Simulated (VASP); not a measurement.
Set up this calculation in VASP 6.6.1, as the native input.

| Property | Result |
| --- | --- |
| Task | single point |
| Functional | PBE |
| Potentials or basis | VASP PAW PBE potentials, release 64 (Si, N) |
| Cutoff | 520 eV |
| k mesh | 6 × 6 × 2 |
| Occupations | gaussian, width 0.2 eV |
| Spin | no spin polarisation |
| Dipole correction | no |
| Further INCAR settings | ALGO = Normal; EDIFF = 1e-06; NBANDS = 32 |

The structure of Si4N lies in POSCAR:

```
Si4N
1.0
    3.8193951285     -0.0014824086      0.0008877621
   -1.9109815768      3.3094180893     -0.0005472772
    0.0031887493     -0.0004177308     15.0263320751
Si N
8 2
Direct
    0.0000311618      0.9999585492      0.3905148280
    0.0002860405      1.0001958867      0.8905142626
    0.0000349927      0.0000219382      0.1094852681
    0.0000543611      0.9999430769      0.6094846111
    0.3330345201      0.6665926292      0.1721126805
    0.3330780865      0.6665350068      0.6721130620
    0.3331555083      0.6665139123      0.3278879094
    0.3333908289      0.6667344131      0.8278877596
    0.0002565967      0.0002004064      0.0000001704
    1.0000112367     -0.0000291522      0.4999994482
```

These files were run (other wordings do the same):

INCAR

```
ALGO     = Normal         # electronic algorithm
EDIFF    = 1E-6           # SCF threshold, eV
ENCUT    = 520            # plane-wave cutoff, eV
GGA      = PE             # functional
ISIF     = 2              # what is computed and relaxed
ISMEAR   = 0              # smearing method
LASPH    = True           # aspherical terms in the spheres
LCHARG   = True           # write CHGCAR
LELF     = True           # ELF
LREAL    = False          # projectors in reciprocal space
LVHAR    = True         
LWAVE    = False          # write WAVECAR
NBANDS   = 32             # bands
NELM     = 60             # most SCF steps
PREC     = Accurate       # precision mode
SIGMA    = 0.2            # smearing width, eV
```

KPOINTS

```
k-points
0
Gamma
  6 6 2
```

Potentials or basis: VASP PAW PBE potentials, release 64 (Si, N).

The run is started by

```console
$ cat potpaw_PBE.64/Si/POTCAR potpaw_PBE.64/N/POTCAR > POTCAR
$ mpirun -np 1 vasp_std > vasp.out
```

Results of the run:

```json
{"Pressure": "-0.1 GPa", "Largest force": "0.021 eV/Å", "Band gap on the k mesh": "zero (band 21 reaches 5.75 eV, above the bottom of band 22 at 3.62 eV)"}
```

It took 4.3 min on 1 thread of Intel(R) Xeon(R) 6975P-C (Granite Rapids), on a shared host, peak memory 0.38 GiB.
